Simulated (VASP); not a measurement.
A run of VASP 6.6.1:

File INCAR:

```
PREC = Accurate
ENCUT = 520
EDIFF = 1E-6
ISMEAR = 0
SIGMA = 0.02
LREAL = False
LASPH = True
NELM = 80
ALGO = Normal
ISIF = 2
LWAVE = False
LCHARG = False
GGA = PE
NBANDS = 25
```

KPOINTS

```
regular mesh
0
Gamma
  8 8 8
```

File POSCAR:

```
CO2
1.0
   -2.0081998743      2.0081998743      3.0025771623
    2.0081998743     -2.0081998743      3.0025771623
    2.0081998743      2.0081998743     -3.0025771623
C O
2 4
Direct
    0.0000000000      0.0000000000      0.0000000000
    0.7500000000      0.2500000000      0.5000000000
    0.3750000000      0.2843320294      0.4093320294
    0.7156679706      0.1250000000      0.0906679706
    0.8750000000      0.9656679706      0.5906679706
    0.0343320294      0.6250000000      0.9093320294
```

Potentials or basis: VASP PAW PBE potentials, release 64 (C, O).

Launch:

```console
$ cat potpaw_PBE.64/C/POTCAR potpaw_PBE.64/O/POTCAR > POTCAR
$ mpirun -np 1 vasp_std > vasp.out
```

Hardware: 1 thread of Intel(R) Xeon(R) Platinum 8259CL CPU @ 2.50GHz (Skylake/Cascade Lake), with other jobs on the host.

Question: Estimate the wall time of this run.

Answer: Run time: 46 s on 1 thread of Intel(R) Xeon(R) Platinum 8259CL CPU @ 2.50GHz (Skylake/Cascade Lake), on a shared host, peak memory 0.2 GiB. Counts: scf iterations 13, k points 59.
